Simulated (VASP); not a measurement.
Wanted: the native input for a VASP 6.6.1 run.

| Property | Result |
| --- | --- |
| Task | relaxation of cell and atoms |
| Functional | r2SCAN |
| Potentials or basis | VASP PAW PBE potentials, release 64 (Si, O) |
| Cutoff | 600 eV |
| k mesh | 6 × 4 × 4 |
| Occupations | gaussian, width 0.1 eV |
| Spin | no spin polarisation |
| Dipole correction | no |
| Further INCAR settings | ALGO = Normal; EDIFF = 1e-06; IBRION = 2; EDIFFG = -0.05; NSW = 100; ISIF = 3 |

The system is SiO2.

```
Si O
1.0
     4.11412    0.00000    0.00000
     0.00000    5.08125    0.00000
     0.00000    0.00000    4.52716
Si O
4 8
Direct
  0.50000 0.34769 0.75000
  0.00000 0.15231 0.25000
  0.50000 0.65231 0.25000
  0.00000 0.84769 0.75000
  0.26910 0.61758 0.57997
  0.76910 0.88242 0.42003
  0.23090 0.88242 0.07997
  0.73090 0.61758 0.92003
  0.26910 0.38242 0.07997
  0.76910 0.11758 0.92003
  0.23090 0.11758 0.57997
  0.73090 0.38242 0.42003
```

These files were run (other wordings do the same):

POSCAR

```
SiO2
1.0
    4.1141230000      0.0000000000      0.0000000000
    0.0000000000      5.0812480000      0.0000000000
    0.0000000000      0.0000000000      4.5271630000
Si O
4 8
Direct
    0.5000000000      0.3476890000      0.7500000000
    0.0000000000      0.1523110000      0.2500000000
    0.5000000000      0.6523110000      0.2500000000
    0.0000000000      0.8476890000      0.7500000000
    0.2691010000      0.6175780000      0.5799690000
    0.7691010000      0.8824220000      0.4200310000
    0.2308990000      0.8824220000      0.0799690000
    0.7308990000      0.6175780000      0.9200310000
    0.2691010000      0.3824220000      0.0799690000
    0.7691010000      0.1175780000      0.9200310000
    0.2308990000      0.1175780000      0.5799690000
    0.7308990000      0.3824220000      0.4200310000
```

INCAR.step1

```
SYSTEM = SiO2
PREC = Accurate
ENCUT = 600
ISMEAR = 0
SIGMA = 0.1
LREAL = .FALSE.
LASPH = .TRUE.
NELM = 100
GGA = PE
ALGO = Normal
EDIFF = 1E-4
LWAVE = .TRUE.
LCHARG = .FALSE.
```

INCAR.step2

```
SYSTEM = SiO2
PREC = Accurate
ENCUT = 600
EDIFF = 1E-6
ISMEAR = 0
SIGMA = 0.1
LREAL = .FALSE.
LASPH = .TRUE.
NELM = 100
ALGO = Normal
ISIF = 3
LWAVE = .FALSE.
LCHARG = .FALSE.
METAGGA = R2SCAN
LMIXTAU = .TRUE.
IBRION = 2
NSW = 100
EDIFFG = -0.05
ISTART = 1
```

KPOINTS

```
Automatic mesh
0
G
  6 4 4
  0 0 0
```

Potentials or basis: VASP PAW PBE potentials, release 64 (Si, O).

The run is started by

```sh
$ cat potpaw_PBE.64/Si/POTCAR potpaw_PBE.64/O/POTCAR > POTCAR
$ cp INCAR.step1 INCAR
$ mpirun -np 1 vasp_std > vasp.out
$ cp INCAR.step2 INCAR
$ mpirun -np 1 vasp_std > vasp.out
```

It gave:

The relaxed volume is 7.65 Å³/atom. The relaxed cell is a = 4.072 Å, b = 5.028 Å, c = 4.482 Å, α = 90.00°, β = 90.00°, γ = 90.00°, the space group after relaxing (to 0.1 Å) is Pbcn (No. 60) and the energy gained by relaxing is 7.4 meV/atom. The ionic steps are 6, the pressure after relaxing is 0.1 GPa and the largest force after relaxing is 0.021 eV/Å. The band gap on the k mesh is 6.76 eV.

Caveat: the PAW data sets were made with another functional, which shifts forces and pressure a little; the relaxation stopped at a loose force limit of 0.05 eV/Å, so its end isn't a converged minimum.

Run time: 76 min on 1 thread of Oxide Virtual Turin-like Processor, on a shared host, peak memory 0.27 GiB.
